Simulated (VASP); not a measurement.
Here is a VASP 6.6.1 calculation.

INCAR

```
ALGO = Normal ; EDIFF = 1E-7
EDIFFG = -0.003 ; ENCUT = 600
GGA = PS ; IBRION = 2
ISIF = 3 ; ISMEAR = 0
LASPH = T ; LCHARG = F
LREAL = F ; LWAVE = F
NELM = 100 ; NSW = 100
PREC = Accurate ; SIGMA = 0.01
```

File KPOINTS:

```
k-points
0
Gamma
  4 4 4
```

Contents of POSCAR:

```
HfSiO4
1.0
   -3.2862500000      3.2862500000      2.9816000000
    3.2862500000     -3.2862500000      2.9816000000
    3.2862500000      3.2862500000     -2.9816000000
Hf Si O
2 2 8
Direct
    0.7500000000      0.2500000000      0.5000000000
    0.0000000000      0.0000000000      0.0000000000
    0.2500000000      0.7500000000      0.5000000000
    0.5000000000      0.5000000000      0.0000000000
    0.1353000000      0.3198000000      0.8155000000
    0.0698000000      0.7543000000      0.6845000000
    0.5043000000      0.3198000000      0.1845000000
    0.0698000000      0.3853000000      0.3155000000
    0.6147000000      0.9302000000      0.6845000000
    0.6802000000      0.8647000000      0.1845000000
    0.2457000000      0.9302000000      0.3155000000
    0.6802000000      0.4957000000      0.8155000000
```

Potentials or basis: VASP PAW PBE potentials, release 64 (Hf_pv, Si, O).

Command:

```bash
$ cat potpaw_PBE.64/Hf_pv/POTCAR potpaw_PBE.64/Si/POTCAR potpaw_PBE.64/O/POTCAR > POTCAR
$ mpirun -np 1 vasp_std > vasp.out
```

Question: Estimate the space group after relaxing (to 0.1 Å).

Answer: I4_1/amd (No. 141).

Question: What does it give for the band gap on the k mesh?

Answer: 5.40 eV (least direct gap 5.82 eV).

Question: What does it give for the relaxed cell?

Answer: a = 5.512 Å, b = 5.512 Å, c = 5.512 Å, α = 106.99°, β = 106.99°, γ = 114.56°.

Final structure:
```
CELL_PARAMETERS angstrom
-3.27937 3.27937 2.97942
3.27937 -3.27937 2.97942
3.27937 3.27937 -2.97942
ATOMIC_POSITIONS crystal
Hf 0.75000 0.25000 0.50000
Hf 0.00000 0.00000 0.00000
Si 0.25000 0.75000 0.50000
Si 0.50000 0.50000 0.00000
O 0.13211 0.31744 0.81467
O 0.06744 0.75277 0.68533
O 0.50277 0.31744 0.18533
O 0.06744 0.38211 0.31467
O 0.61789 0.93256 0.68533
O 0.68256 0.86789 0.18533
O 0.24723 0.93256 0.31467
O 0.68256 0.49723 0.81467
```

Caveat: spin-orbit coupling is left out, which moves the levels of the heavy elements. A k mesh can miss the band edges.
